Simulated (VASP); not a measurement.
A run of VASP 6.6.1:

File POSCAR:

```
Ir
1.0
    0.0000000000      1.9197000000      1.9197000000
    1.9197000000      0.0000000000      1.9197000000
    1.9197000000      1.9197000000      0.0000000000
Ir
1
Direct
    0.0000000000      0.0000000000      0.0000000000
```

INCAR.step1

```
SYSTEM = Ir
  ALGO = Normal
  EDIFF = 1E-4
  ENCUT = 600
  GGA = PE
  ISMEAR = -1
  LASPH = .TRUE.
  LCHARG = .FALSE.
  LREAL = .FALSE.
  LWAVE = .TRUE.
  NELM = 80
  PREC = Accurate
  SIGMA = 0.05
```

The input INCAR.step2:

```
SYSTEM = Ir
  ALGO = Normal
  EDIFF = 1E-6
  EDIFFG = -0.003
  ENCUT = 600
  IBRION = 2
  ISIF = 3
  ISMEAR = -1
  ISTART = 1
  LASPH = .TRUE.
  LCHARG = .FALSE.
  LMIXTAU = .TRUE.
  LREAL = .FALSE.
  LWAVE = .FALSE.
  METAGGA = R2SCAN
  NELM = 80
  NSW = 100
  PREC = Accurate
  SIGMA = 0.05
```

The input KPOINTS:

```
k-points
0
G
  23 23 23
  0 0 0
```

Potentials or basis: VASP PAW PBE potentials, release 64 (Ir).

Run with:

```console
$ cat potpaw_PBE.64/Ir/POTCAR > POTCAR
$ cp INCAR.step1 INCAR
$ mpirun -np 1 vasp_std > vasp.out
$ cp INCAR.step2 INCAR
$ mpirun -np 1 vasp_std > vasp.out
```

Hardware: 1 thread of Intel(R) Xeon(R) 6975P-C (Granite Rapids), on a shared host.

How long does it take, and how much memory?

It took 2.7 min on 1 thread of Intel(R) Xeon(R) 6975P-C (Granite Rapids), with other jobs on the host, peak memory 0.21 GiB. Counts: k points 364, ion steps 5.
